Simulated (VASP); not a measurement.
# Cu (Fd-3m) in VASP: further runs

The runs below take Cu through relaxation of cell and atoms, with PBE.

Everything below comes from runs of VASP 6.6.1. Logs are shortened: lines on timing, memory, paths and dates and some standing lists are left out, and cuts for length are marked.

**1. The cell of the first run**

Symmetry: Fd-3m, No. 227, cubic system. The conventional cell has a = 4.970 Å, b = 4.970 Å, c = 4.970 Å, α = 90.00°, β = 90.00°, γ = 90.00°. Cu (site symmetry -43m) has 4 Cu at 2.15 Å within 2.8 Å.

This isn't the form of Cu at room conditions, which is fcc.

**2. Relaxation of cell and atoms, PBE**

The input, INCAR:

```
SYSTEM = Cu
PREC = Accurate
ENCUT = 600
EDIFF = 1E-6
ISMEAR = -1
SIGMA = 0.05
LREAL = .False.
LASPH = .True.
NELM = 80
ALGO = Normal
ISIF = 3
LWAVE = .False.
LCHARG = .False.
GGA = PE
IBRION = 2
NSW = 80
EDIFFG = -0.01
```

The input, KPOINTS:

```
regular mesh
0
Gamma
  14 14 14
  0 0 0
```

The input, POSCAR:

```
Cu
1.0
    0.0000000000      2.4850000000      2.4850000000
    2.4850000000      0.0000000000      2.4850000000
    2.4850000000      2.4850000000      0.0000000000
Cu
2
Direct
    0.0000000000      0.0000000000      0.0000000000
    0.2500000000      0.2500000000      0.2500000000
```

Potentials or basis: VASP PAW PBE potentials, release 64 (Cu).

Launch:

```sh
> cat potpaw_PBE.64/Cu/POTCAR > POTCAR
> mpirun -np 1 vasp_std > vasp.out
```

OUTCAR:

```text
SYSTEM = Cu
   PREC = Accurate
   ENCUT = 600
   EDIFF = 1E-6
   ISMEAR = -1
   LREAL = .False.
   LASPH = .True.
   NELM = 80
   ISIF = 3
   GGA = PE
   IBRION = 2
   NSW = 80
   EDIFFG = -0.01

 ion  position               nearest neighbor table
   1  0.000  0.000  0.000-   2 2.15   2 2.15   2 2.15   2 2.15
   2  0.250  0.250  0.250-   1 2.15   1 2.15   1 2.15   1 2.15

  LATTYP: Found a face centered cubic cell.
 ALAT       =     4.9700000000

  Lattice vectors:

 A1 = (   0.0000000000,   2.4850000000,   2.4850000000)
 A2 = (   2.4850000000,   0.0000000000,   2.4850000000)
 A3 = (   2.4850000000,   2.4850000000,   0.0000000000)

Analysis of symmetry for initial positions (statically):
=====================================================================
 Subroutine PRICEL returns:
 Original cell was already a primitive cell.

 Routine SETGRP: Setting up the symmetry group for a
 face centered cubic supercell.

 Subroutine GETGRP returns: Found 48 space group operations
 (whereof 24 operations were pure point group operations)
 out of a pool of 48 trial point group operations.

The static configuration has the point symmetry T_d .
 The point group associated with its full space group is O_h .

Analysis of symmetry for dynamics (positions and initial velocities):
=====================================================================
 Subroutine PRICEL returns:
 Original cell was already a primitive cell.

 Routine SETGRP: Setting up the symmetry group for a
 face centered cubic supercell.

 Subroutine GETGRP returns: Found 48 space group operations
 (whereof 24 operations were pure point group operations)
 out of a pool of 48 trial point group operations.

The dynamic configuration has the point symmetry T_d .
 The point group associated with its full space group is O_h .

 Subroutine INISYM returns: Found 48 space group operations
 (whereof 24 operations are pure point group operations),
 and found     1 'primitive' translations

----------------------------------------------------------------------------------------

                                     Primitive cell

  volume of cell :      30.6909

  direct lattice vectors                    reciprocal lattice vectors
     0.000000000  2.485000000  2.485000000    -0.201207243  0.201207243  0.201207243
     2.485000000  0.000000000  2.485000000     0.201207243 -0.201207243  0.201207243
     2.485000000  2.485000000  0.000000000     0.201207243  0.201207243 -0.201207243

  length of vectors
     3.514320702  3.514320702  3.514320702     0.348501169  0.348501169  0.348501169

  position of ions in fractional coordinates (direct lattice)
     0.000000000  0.000000000  0.000000000
     0.250000000  0.250000000  0.250000000

  ion indices of the primitive-cell ions
   primitive index   ion index
                 1           1
                 2           2

----------------------------------------------------------------------------------------

 KPOINTS: regular mesh

Automatic generation of k-mesh.
 Grid dimensions read from file:
 generate k-points for:   14   14   14

 Generating k-lattice:

  Cartesian coordinates                     Fractional coordinates (reciprocal lattice)
    -0.014371946  0.014371946  0.014371946     0.071428571  0.000000000  0.000000000
     0.014371946 -0.014371946  0.014371946     0.000000000  0.071428571  0.000000000
     0.014371946  0.014371946 -0.014371946     0.000000000  0.000000000  0.071428571

  Length of vectors
     0.024892941  0.024892941  0.024892941

  Shift w.r.t. Gamma in fractional coordinates (k-lattice)
     0.000000000  0.000000000  0.000000000

 Subroutine IBZKPT returns following result:
 ===========================================

 Found    104 irreducible k-points:

 Following reciprocal coordinates:
            Coordinates               Weight
  0.000000  0.000000  0.000000      1.000000
  0.071429  0.000000  0.000000      8.000000
  0.142857  0.000000  0.000000      8.000000
  0.214286  0.000000  0.000000      8.000000
  0.285714  0.000000  0.000000      8.000000
  0.357143  0.000000  0.000000      8.000000
[... 16 lines left out ...]
  0.214286  0.142857  0.000000     24.000000
  0.285714  0.142857  0.000000     24.000000
 [... further k-points ...]
   k-points           NKPTS =    104   k-points in BZ     NKDIM =    104   number of bands    NBANDS=     15
   number of dos      NEDOS =    301   number of ions     NIONS =      2
   total plane-waves  NPLWV =  21952
   dimension x,y,z NGX =    28 NGY =   28 NGZ =   28
   dimension x,y,z NGXF=    56 NGYF=   56 NGZF=   56
   ions per type =               2
   NGX,Y,Z   is equivalent  to a cutoff of  13.25, 13.25, 13.25 a.u.
   NGXF,Y,Z  is equivalent  to a cutoff of  26.49, 26.49, 26.49 a.u.
 SYSTEM =  Cu
   PREC   = accura    normal or accurate (medium, high low for compatibility)
   ISTART =      0    job   : 0-new  1-cont  2-samecut
   ICHARG =      2    charge: 1-file 2-atom 10-const
   ISPIN  =      1    spin polarized calculation?
   LNONCOLLINEAR =      F non collinear calculations
   LSORBIT =      F    spin-orbit coupling
   LASPH  =      T    aspherical Exc in radial PAW
   ENCUT  =  600.0 eV  44.10 Ry    6.64 a.u.   7.02  7.02  7.02*2*pi/ulx,y,z
   NELM   =     80;   NELMIN=  2; NELMDL= -5     # of ELM steps
   EDIFF  = 0.1E-05   stopping-criterion for ELM
   LREAL  =      F    real-space projection
   EDIFFG = -.1E-01   stopping-criterion for IOM
   NSW    =     80    number of steps for IOM
   IBRION =      2    ionic relax: 0-MD 1-quasi-New 2-CG
   NFREE  =      1    steps in history (QN), initial steepest desc. (CG)
   ISIF   =      3    stress and relaxation
   ISYM   =      2    0-nonsym 1-usesym 2-fastsym
   POTIM  = 0.5000    time-step for ionic-motion
   TEBEG  =    0.0;   TEEND  =   0.0 temperature during run
   PSTRESS=    0.0 pullay stress
   NELECT =      22.0000    total number of electrons
   NUPDOWN=      -1.0000    fix difference up-down
   EMIN   =  10.00;   EMAX   =-10.00  energy-range for DOS
   EFERMI =   0.00;   METHOD = LEGACY
   ISMEAR =    -1;   SIGMA  =   0.05  broadening in eV -4-tet -1-fermi 0-gaus
   EFERMI_NEDOS =   21; number of points for ismear=-14 and -15
   IALGO  =     38    algorithm
   IMIX   =      4    mixing-type and parameters
     AMIX     =   0.40;   BMIX     =  1.00
     AMIX_MAG =   1.60;   BMIX_MAG =  1.00
  volume/ion in A,a.u.               =      15.35       103.56
  Fermi-wavevector in a.u.,A,eV,Ry     =   1.465141  2.768714 29.206773  2.146637
  Thomas-Fermi vector in A             =   2.581033
   LORBIT       =      0    0 simple, 1 ext, 2 COOP (PROOUT), +10 PAW based schemes
   GGA     = PE    functional components
   LHFCALC =     F    Hartree Fock is set to
   AEXX    =    0.0000 exact exchange contribution
   IVDW    =     0    specifies the selected vdW correction
   LEPSILON=     F    determine dielectric tensor
   LRPA    =     F    only Hartree local field effects (RPA)
 conjugate gradient relaxation of ions
 non-spin polarized calculation
  energy-cutoff  :      600.00
  volume of cell :       30.69
 maximum number of plane-waves:      1039
   NGX = 13   NGY = 13   NGZ = 13

--------------------------------------- Ionic step        1  -------------------------------------------

 number of electron      22.0000024 magnetization

 Free energy of the ion-electron system (eV)
  ---------------------------------------------------
  ext. energy  EPLUGINS =         0.00000000
  ---------------------------------------------------
  free energy    TOTEN  =        -4.98331102 eV

  energy without entropy =       -4.97746705  energy(sigma->0) =       -4.98038903

 E-fermi :   4.7836     XC(G=0): -10.9898

 val. band max:        4.7644020277   @ k =  -0.3571   0.3571   0.0714
 cond. band min:       4.8090551610   @ k =  -0.4286   0.0714   0.0000
 fundamental gap:      0.0446531334
 Fermi energy:         4.7835723136

 k-point     1 :       0.0000    0.0000    0.0000
  band No.  band energies     occupation
      1      -2.7791      2.00000
      2       0.9779      2.00000
      3       0.9779      2.00000
      4       1.0045      2.00000
      5       1.0045      2.00000
      6       1.0045      2.00000
      7       2.4519      2.00000
      8       2.4519      2.00000
      9       2.4519      2.00000
     10       3.3741      2.00000
     11       3.3741      2.00000
     12      16.1905      0.00000
     13      16.1905      0.00000
     14      16.1905      0.00000
     15      16.8425      0.00000

 k-point     2 :       0.0714    0.0000    0.0000
  band No.  band energies     occupation
      1      -2.6839      2.00000
      2       0.8982      2.00000
      3       0.8982      2.00000
      4       1.0079      2.00000
      5       1.1022      2.00000
      6       1.1022      2.00000
      7       2.4244      2.00000
      8       2.4476      2.00000
      9       2.4476      2.00000
     10       3.3744      2.00000
     11       3.3744      2.00000
     12      14.4091      0.00000
     13      15.5756      0.00000
     14      15.5756      0.00000
     15      17.5282      0.00000
[... 481 lines left out ...]
 VOLUME and BASIS-vectors are now :
 -----------------------------------------------------------------------------
  energy-cutoff  :      600.00
  volume of cell :       38.32
      direct lattice vectors                 reciprocal lattice vectors
    -0.000000000  2.675879023  2.675879023    -0.186854486  0.186854486  0.186854486
     2.675879023  0.000000000  2.675879023     0.186854486 -0.186854486  0.186854486
     2.675879023  2.675879023 -0.000000000     0.186854486  0.186854486 -0.186854486

 POSITION                                       TOTAL-FORCE (eV/Angst)
 -----------------------------------------------------------------------------------
      0.00000      0.00000      0.00000         0.000000     -0.000000      0.000000
      1.33794      1.33794      1.33794        -0.000000      0.000000     -0.000000
 -----------------------------------------------------------------------------------
    total drift:                                0.000000      0.000000      0.000000

  FREE ENERGIE OF THE ION-ELECTRON SYSTEM (eV)
  ---------------------------------------------------
  free  energy   TOTEN  =        -5.4046379720 eV

  energy  without entropy=       -5.3984918923  energy(sigma->0) =       -5.40156493

--------------------------------------- Ionic step        4  -------------------------------------------

 number of electron      21.9999998 magnetization

 Free energy of the ion-electron system (eV)
  ---------------------------------------------------
  ext. energy  EPLUGINS =         0.00000000
  ---------------------------------------------------
  free energy    TOTEN  =        -5.40477485 eV

  energy without entropy =       -5.39860317  energy(sigma->0) =       -5.40168901

 E-fermi :   2.7265     XC(G=0):  -9.8444

 val. band max:        2.7235737910   @ k =  -0.4286   0.0714   0.0000
 cond. band min:       2.7699766272   @ k =  -0.3571   0.4286   0.1429
 fundamental gap:      0.0464028362
 Fermi energy:         2.7265305888

 k-point     1 :       0.0000    0.0000    0.0000
  band No.  band energies     occupation
      1      -3.4884      2.00000
      2      -0.1886      2.00000
      3      -0.1886      2.00000
      4      -0.1886      2.00000
      5      -0.1679      2.00000
      6      -0.1679      2.00000
      7       0.8942      2.00000
      8       0.8942      2.00000
      9       0.8942      2.00000
     10       1.5281      2.00000
     11       1.5281      2.00000
     12      12.4483      0.00000
     13      12.4483      0.00000
     14      12.4483      0.00000
     15      13.3584      0.00000

 k-point     2 :       0.0714    0.0000    0.0000
  band No.  band energies     occupation
      1      -3.4087      2.00000
      2      -0.2437      2.00000
      3      -0.2437      2.00000
      4      -0.1870      2.00000
      5      -0.0998      2.00000
      6      -0.0998      2.00000
      7       0.8772      2.00000
      8       0.8911      2.00000
      9       0.8911      2.00000
     10       1.5286      2.00000
     11       1.5286      2.00000
     12      11.0628      0.00000
     13      12.0231      0.00000
     14      12.0231      0.00000
     15      13.8310      0.00000
[... 409 lines left out ...]
 VOLUME and BASIS-vectors are now :
 -----------------------------------------------------------------------------
  energy-cutoff  :      600.00
  volume of cell :       38.48
      direct lattice vectors                 reciprocal lattice vectors
    -0.000000000  2.679696605  2.679696605    -0.186588287  0.186588287  0.186588287
     2.679696605  0.000000000  2.679696605     0.186588287 -0.186588287  0.186588287
     2.679696605  2.679696605 -0.000000000     0.186588287  0.186588287 -0.186588287

 POSITION                                       TOTAL-FORCE (eV/Angst)
 -----------------------------------------------------------------------------------
     -0.00000      2.67970      2.67970         0.000000      0.000000      0.000000
      1.33985      1.33985      1.33985        -0.000000     -0.000000     -0.000000
 -----------------------------------------------------------------------------------
    total drift:                               -0.000000     -0.000000      0.000000

  FREE ENERGIE OF THE ION-ELECTRON SYSTEM (eV)
  ---------------------------------------------------
  free  energy   TOTEN  =        -5.4047748464 eV

  energy  without entropy=       -5.3986031727  energy(sigma->0) =       -5.40168901

 reached required accuracy - stopping structural energy minimisation
```

Wall time 4.3 min (1 thread of Intel Xeon 8259CL, shared host); peak memory 0.19 GiB.

What came out:

```yaml
Free_energy: -5.4048 eV
Relaxed_volume: 19.24 Å³/atom
Relaxed_cell: a = 3.790 Å, b = 3.790 Å, c = 3.790 Å, α = 60.00°, β = 60.00°, γ = 60.00°
Space_group_after_relaxing_to_0.1_Å: Fd-3m (No. 227)
Energy_gained_by_relaxing: 210.7 meV/atom
Ionic_steps: 4
Pressure_after_relaxing: 0.0 GPa
Band_gap_on_the_k_mesh: zero (bands 11 and 12 overlap by 0.95 eV)
```

The path:
| step | energy change (eV) | largest force (eV/Å) | pressure (GPa) | volume (Å³) |
| --- | --- | --- | --- | --- |
| 1 | 0.0000 | 0.0000 | 21.39 | 30.69 |
| 2 | -0.4017 | 0.0000 | -2.93 | 40.72 |
| 3 | -0.4213 | 0.0000 | 0.13 | 38.32 |
| 4 | -0.4215 | 0.0000 | 0.01 | 38.48 |

Final structure:
```
Cu
1.0
     0.00000    2.67970    2.67970
     2.67970    0.00000    2.67970
     2.67970    2.67970    0.00000
Cu
2
Direct
  0.00000 0.00000 0.00000
  0.25000 0.25000 0.25000
```

Levels at points of the mesh, in eV from the Fermi level:
```tsv
k point	band 9	band 10	band 11	band 12	band 13	band 14
(0.00, 0.00, 0.00)	-1.83	-1.20	-1.20	9.72	9.72	9.72
(0.50, 0.00, 0.00)	-1.41	-1.28	-1.28	-0.37	7.08	7.08
(0.50, 0.50, 0.00)	-1.19	-1.19	0.23	0.23	3.78	3.78
```

Caveat: the volume moved by over 15 % at a fixed basis, so the end points are rough.

(Continued in part 2 of 2.)
